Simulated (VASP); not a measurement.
**Pt: single point with PBE**

The system is Pt.

```
Pt
1.0
     1.37186   -4.34095    0.00000
     1.37186    4.34095    0.00000
     0.00000    0.00000    2.73967
Pt
2
Direct
  0.86773 0.13227 0.25000
  0.13227 0.86773 0.75000
```

* Program: VASP 6.6.1
* Task: single point
* Functional: PBE
* Potentials or basis: VASP PAW PBE potentials, release 64 (Pt)
* Cutoff: 520 eV
* k mesh: 6 × 6 × 6
* Occupations: gaussian, width 0.1 eV
* Spin: no spin polarisation
* Dipole correction: no
* Further INCAR settings: ALGO = Normal; EDIFF = 1e-06; NBANDS = 17

The pressure is -0.4 GPa and the band gap on the k mesh is zero (bands 10 and 11 overlap by 1.44 eV).

Stress tensor (GPa, compression positive):
```
-0.51  0.00  0.00
 0.00 -0.18  0.00
 0.00  0.00 -0.54
```

Levels at points of the mesh, in eV from the Fermi level:
```
           k point  band 7  band 8  band 9  band 10  band 11  band 12  band 13  band 14
(0.00, 0.00, 0.00)   -1.91   -1.27   -0.51    -0.18     0.67     0.91     6.61    12.64
(0.50, 0.00, 0.00)   -2.35   -2.15   -1.24     0.03     1.74     3.14     3.41     8.32
(0.50, 0.50, 0.00)   -2.28   -1.91   -1.64    -0.81     0.16     0.33    12.53    14.38
(0.00, 0.00, 0.50)   -2.89   -2.89   -0.19    -0.19     2.34     2.34     8.68     8.68
(0.50, 0.00, 0.50)   -0.58   -0.58    0.99     0.99     4.53     4.53     8.58     8.58
(0.50, 0.50, 0.50)   -1.12   -1.12   -0.09    -0.09     0.47     0.47     5.59     5.59
```

It took 27 s on 1 thread of Intel Xeon 8259CL (shared host), peak memory 0.18 GiB.

Caveat: the k points lie up to 0.40 Å⁻¹ apart, too coarse for converged energies and pressures of a metal; spin-orbit coupling is left out, which moves the levels of the heavy elements.
